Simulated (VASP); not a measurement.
# Pd (I4/mmm) in VASP: a series of runs

Pd is run at these levels: LDA; tasks: single point.

Everything below comes from runs of VASP 6.6.1. Logs are shortened: lines on timing, memory, paths and dates and some standing lists are left out, and cuts for length are marked.

## 1. The cell of the first run

It takes space group I4/mmm (No. 139, tetragonal). Conventional cell: a = 2.530 Å, b = 2.530 Å, c = 4.201 Å, α = 90.00°, β = 90.00°, γ = 90.00°. Within 3.3 Å of Pd (site symmetry 4/mmm) lie 12 Pd at 2.53 to 2.76 Å.

## 2. Single point, LDA (strain -0.080 along x and y, +0.080 along z)

INCAR reads:

```
SYSTEM = Pd
PREC = Accurate
ENCUT = 520
EDIFF = 1E-6
ISMEAR = 0
SIGMA = 0.15
LREAL = .False.
LASPH = .True.
NELM = 80
ALGO = Normal
ISIF = 2
LWAVE = .False.
LCHARG = .False.
NBANDS = 11
```

KPOINTS reads:

```
Automatic mesh
0
Gamma
  20 20 20
  0 0 0
```

POSCAR reads:

```
Pd
1.0
    0.0000000000      1.7893080000      2.1004920000
    1.7893080000      0.0000000000      2.1004920000
    1.7893080000      1.7893080000      0.0000000000
Pd
1
Direct
    0.0000000000      0.0000000000      0.0000000000
```

Potentials or basis: VASP PAW LDA potentials, release 64 (Pd).

On the command line:

```bash
> cat potpaw_LDA.64/Pd/POTCAR > POTCAR
> mpirun -np 1 vasp_std > vasp.out
```

OUTCAR:

```text
SYSTEM = Pd
   PREC = Accurate
   ENCUT = 520
   EDIFF = 1E-6
   ISMEAR = 0
   LREAL = .False.
   LASPH = .True.
   NELM = 80
   ISIF = 2

 ion  position               nearest neighbor table
   1  0.000  0.000  0.000-

  LATTYP: Found a body centered tetragonal cell.
 ALAT       =     2.5304636409
 C/A-ratio  =     1.6601637471

  Lattice vectors:

 A1 = (  -1.7893080000,   0.0000000000,   2.1004920000)
 A2 = (   1.7893080000,   0.0000000000,   2.1004920000)
 A3 = (   0.0000000000,   1.7893080000,  -2.1004920000)

Analysis of symmetry for initial positions (statically):
=====================================================================
 Subroutine PRICEL returns:
 Original cell was already a primitive cell.

 Routine SETGRP: Setting up the symmetry group for a
 body centered tetragonal supercell.

 Subroutine GETGRP returns: Found 16 space group operations
 (whereof 16 operations were pure point group operations)
 out of a pool of 16 trial point group operations.

The static configuration has the point symmetry D_4h.

Analysis of symmetry for dynamics (positions and initial velocities):
=====================================================================
 Subroutine PRICEL returns:
 Original cell was already a primitive cell.

 Routine SETGRP: Setting up the symmetry group for a
 body centered tetragonal supercell.

 Subroutine GETGRP returns: Found 16 space group operations
 (whereof 16 operations were pure point group operations)
 out of a pool of 16 trial point group operations.

The dynamic configuration has the point symmetry D_4h.

 Subroutine INISYM returns: Found 16 space group operations
 (whereof 16 operations are pure point group operations),
 and found     1 'primitive' translations

----------------------------------------------------------------------------------------

                                     Primitive cell

  volume of cell :      13.4500

  direct lattice vectors                    reciprocal lattice vectors
     0.000000000  1.789308000  2.100492000    -0.279437637  0.279437637  0.238039469
     1.789308000  0.000000000  2.100492000     0.279437637 -0.279437637  0.238039469
     1.789308000  1.789308000  0.000000000     0.279437637  0.279437637 -0.238039469

  length of vectors
     2.759291532  2.759291532  2.530463641     0.461338894  0.461338894  0.461338894

  position of ions in fractional coordinates (direct lattice)
     0.000000000  0.000000000  0.000000000

  ion indices of the primitive-cell ions
[... 76 lines left out ...]
   EDIFFG = 0.1E-04   stopping-criterion for IOM
   NSW    =      0    number of steps for IOM
   IBRION =     -1    ionic relax: 0-MD 1-quasi-New 2-CG
   NFREE  =      0    steps in history (QN), initial steepest desc. (CG)
   ISIF   =      2    stress and relaxation
   ISYM   =      2    0-nonsym 1-usesym 2-fastsym
   POTIM  = 0.5000    time-step for ionic-motion
   TEBEG  =    0.0;   TEEND  =   0.0 temperature during run
   PSTRESS=    0.0 pullay stress
   NELECT =      10.0000    total number of electrons
   NUPDOWN=      -1.0000    fix difference up-down
   EMIN   =  10.00;   EMAX   =-10.00  energy-range for DOS
   EFERMI =   0.00;   METHOD = LEGACY
   ISMEAR =     0;   SIGMA  =   0.15  broadening in eV -4-tet -1-fermi 0-gaus
   EFERMI_NEDOS =   21; number of points for ismear=-14 and -15
   IALGO  =     38    algorithm
   IMIX   =      4    mixing-type and parameters
     AMIX     =   0.40;   BMIX     =  1.00
     AMIX_MAG =   1.60;   BMIX_MAG =  1.00
  volume/ion in A,a.u.               =      13.45        90.76
  Fermi-wavevector in a.u.,A,eV,Ry     =   1.483091  2.802635 29.926809  2.199558
  Thomas-Fermi vector in A             =   2.596796
   LORBIT       =      0    0 simple, 1 ext, 2 COOP (PROOUT), +10 PAW based schemes
   GGA     = CA    functional components
   LHFCALC =     F    Hartree Fock is set to
   AEXX    =    0.0000 exact exchange contribution
   IVDW    =     0    specifies the selected vdW correction
   LEPSILON=     F    determine dielectric tensor
   LRPA    =     F    only Hartree local field effects (RPA)
 non-spin polarized calculation
 Gauss-broadening in eV      SIGMA  =   0.15
  energy-cutoff  :      520.00
  volume of cell :       13.45
 maximum number of plane-waves:       372
 NGX is ok and might be reduce to    24
   NGX = 11   NGY = 11   NGZ =  9

 number of electron      10.0000000 magnetization

 number of electron       9.9999999 magnetization

 Free energy of the ion-electron system (eV)
  ---------------------------------------------------
  ext. energy  EPLUGINS =         0.00000000
  ---------------------------------------------------
  free energy    TOTEN  =        -6.39474898 eV

  energy without entropy =       -6.37610978  energy(sigma->0) =       -6.38542938

 E-fermi :  11.2417     XC(G=0): -14.0797

 val. band max:       11.2399250358   @ k =   0.5000   0.2500   0.0000
 cond. band min:      11.2438130089   @ k =  -0.4500   0.3000   0.0000
 fundamental gap:      0.0038879731
 Fermi energy:        11.2416569872

 k-point     1 :       0.0000    0.0000    0.0000
  band No.  band energies     occupation
      1       3.2947      2.00000
      2       6.7890      2.00000
      3       8.6834      2.00000
      4       8.6834      2.00000
      5       8.7264      2.00000
      6      10.7393      2.00000
      7      28.8192      0.00000
      8      30.9519      0.00000
      9      35.1007      0.00000
     10      35.1007      0.00000
     11      36.7424      0.00000
[... 309 lines left out ...]
 k-point    24 :      -0.3500    0.0500    0.0000
  band No.  band energies     occupation
      1       5.3668      2.00000
      2       7.2632      2.00000
      3       8.8730      2.00000
      4       9.5654      2.00000
      5      10.5500      2.00000
      6      11.5754      0.00165
      7      22.2344      0.00000
      8      27.6514      0.00000
      9      33.3136      0.00000
     10      36.5165      0.00000
     11      36.7005      0.00000

 [... further k-points ...]
[... 5 lines left out ...]
  --------------------------------------------------------------------------------------
  -------------------------------------------------------------------------------------
  Total        1.9967971      1.9967971      0.1573171      0.0000000     -0.0000000      0.0000000
  in kB      237.8610232    237.8610232     18.7398111      0.0000000     -0.0000000      0.0000000
  external PRESSURE =     164.8206192 kB  Pullay stress =       0.0000000 kB

 VOLUME and BASIS-vectors are now :
 -----------------------------------------------------------------------------
  energy-cutoff  :      520.00
  volume of cell :       13.45
      direct lattice vectors                 reciprocal lattice vectors
     0.000000000  1.789308000  2.100492000    -0.279437637  0.279437637  0.238039469
     1.789308000  0.000000000  2.100492000     0.279437637 -0.279437637  0.238039469
     1.789308000  1.789308000  0.000000000     0.279437637  0.279437637 -0.238039469

 POSITION                                       TOTAL-FORCE (eV/Angst)
 -----------------------------------------------------------------------------------
      0.00000      0.00000      0.00000        -0.000000      0.000000      0.000000
 -----------------------------------------------------------------------------------
    total drift:                                0.000000      0.000000      0.000000

  FREE ENERGIE OF THE ION-ELECTRON SYSTEM (eV)
  ---------------------------------------------------
  free  energy   TOTEN  =        -6.3947489775 eV

  energy  without entropy=       -6.3761097774  energy(sigma->0) =       -6.38542938
```

stdout:

```text
POSCAR found type information on POSCAR Pd
 POSCAR found :  1 types and       1 ions
 scaLAPACK will be used
 LDA part: xc-table for (Slater(with rela. corr.)+CA(PZ))
 , standard interpolation
 POSCAR, INCAR and KPOINTS ok, starting setup
 FFT: planning ... GRIDC
 FFT: planning ... GRID_SOFT
 FFT: planning ... GRID
 WAVECAR not read
 entering main loop
```

Wall time 49 s (1 thread of Intel Xeon Platinum 8375C at 2.90GHz (Ice Lake), shared host); peak memory 0.21 GiB.

What came out:

```
Free energy            : -6.3947 eV
Pressure               : 16.5 GPa
Band gap on the k mesh : zero (band 5 reaches 12.37 eV, above the bottom of band 6 at 9.90 eV)
```

Caveat: the cell differs from its parent crystal (strain -0.080 along x and y, +0.080 along z).

## 3. Single point, LDA

This run uses another cell than the first one, of 13.54 Å³/atom, 1.006 times its volume.

INCAR reads:

```
PREC = Accurate ; ENCUT = 520
EDIFF = 1E-7 ; ISMEAR = 0
SIGMA = 0.15 ; LREAL = F
LASPH = T ; NELM = 60
ALGO = Fast ; ISIF = 2
LWAVE = F ; LCHARG = F
NBANDS = 11
```

KPOINTS reads:

```
Automatic mesh
0
Gamma
  20 20 20
```

POSCAR reads:

```
Pd
1.0
    0.0000000000      1.9449000000      1.7893080000
    1.9449000000      0.0000000000      1.7893080000
    1.9449000000      1.9449000000      0.0000000000
Pd
1
Direct
    0.0000000000      0.0000000000      0.0000000000
```

Potentials or basis: VASP PAW LDA potentials, release 64 (Pd).

On the command line:

```bash
> cat potpaw_LDA.64/Pd/POTCAR > POTCAR
> mpirun -np 1 vasp_std > vasp.out
```

Wall time 65 s (1 thread of Intel Xeon Platinum 8375C at 2.90GHz (Ice Lake), shared host); peak memory 0.2 GiB.

The run converged. Its results:

* Free energy: -6.4727 eV
* Pressure: 12.1 GPa
* Band gap on the k mesh: zero (band 5 reaches 11.74 eV, above the bottom of band 6 at 9.60 eV)

Stress tensor (GPa, compression positive):
```
10.68  0.00  0.00
 0.00 10.68  0.00
 0.00  0.00 14.87
```

Levels at points of the mesh, in eV from the Fermi level:
| k point | band 1 | band 2 | band 3 | band 4 | band 5 | band 6 | band 7 | band 8 | band 9 | band 10 |
| --- | --- | --- | --- | --- | --- | --- | --- | --- | --- | --- |
| (0.00, 0.00, 0.00) | -7.91 | -3.53 | -3.53 | -2.69 | -1.88 | -0.99 | 17.26 | 21.58 | 21.58 | 24.02 |
| (0.50, 0.00, 0.00) | -6.06 | -3.76 | -2.87 | -0.21 | 0.21 | 0.78 | 8.03 | 16.38 | 20.94 | 22.86 |
| (0.50, 0.50, 0.00) | -6.20 | -5.90 | -0.02 | 0.38 | 0.38 | 4.50 | 12.49 | 12.49 | 13.30 | 21.89 |
| (0.50, 0.00, 0.50) | -6.19 | -5.83 | -0.07 | 0.05 | 0.61 | 2.70 | 10.89 | 13.79 | 14.51 | 23.39 |
